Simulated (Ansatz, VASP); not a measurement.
This is a calculation of MnHg for Ansatz 0.2.0.

The input input.yaml:

```yaml
crystal:
  lattice:
    - [3.315, 0.0, 0.0]
    - [0.0, 3.315, 0.0]
    - [0.0, 0.0, 3.315]
  atoms:
    - { symbol: Hg, position: [0.0, 0.0, 0.0] }
    - { symbol: Mn, position: [0.5, 0.5, 0.5] }
hamiltonian:
  xc: pbe
  pseudopotentials: { kind: paw }
kpoints:
  mp_grid: { grid: [8, 8, 8] }
scf:
  occupations: { method: fermi_dirac, width: 0.05 }
output:
  forces: true
  stress: true
  eigenvalues: true
```

Potentials or basis: Ansatz PAW.

The run is started by

```console
$ ansatz run input.yaml --threads 2 --pin off --max-ram 5632MiB --backend cpu --events-out ev --progress --plain --runs-dir out
```

Question: Translate it to VASP 6.6.1. Potentials there: VASP PAW PBE potentials, release 64 (Hg, Mn_pv).

Answer: As run (the cutoff follows the program's own potentials):

File INCAR:

```
ALGO = Normal
EDIFF = 1E-6
ENCUT = 520
GGA = PE
ISIF = 2
ISMEAR = -1
LASPH = T
LCHARG = F
LREAL = F
LWAVE = F
NBANDS = 20
NELM = 60
PREC = Accurate
SIGMA = 0.05
```

File KPOINTS:

```
k-points
0
Gamma
  8 8 8
```

File POSCAR:

```
MnHg
1.0
    3.3150000000      0.0000000000      0.0000000000
    0.0000000000      3.3150000000      0.0000000000
    0.0000000000      0.0000000000      3.3150000000
Hg Mn
1 1
Direct
    0.0000000000      0.0000000000      0.0000000000
    0.5000000000      0.5000000000      0.5000000000
```

Potentials or basis: VASP PAW PBE potentials, release 64 (Hg, Mn_pv).

Launch:

```console
$ cat potpaw_PBE.64/Hg/POTCAR potpaw_PBE.64/Mn_pv/POTCAR > POTCAR
$ mpirun -np 1 vasp_std > vasp.out
```

Both were run:

|  | VASP | Ansatz | Ansatz less VASP |
| --- | --- | --- | --- |
| gap on the k mesh at the Fermi level (eV) | none | none | - |
| pressure (GPa) | -14.4 | -15.0 | -0.64 |

A gap of «none» marks a metal or a gap that the smearing closes. VASP's potentials hold 25 valence electrons a cell and Ansatz's 35, so a difference there can come from the potentials and not from the codes.

Neither program's run includes spin-orbit coupling.
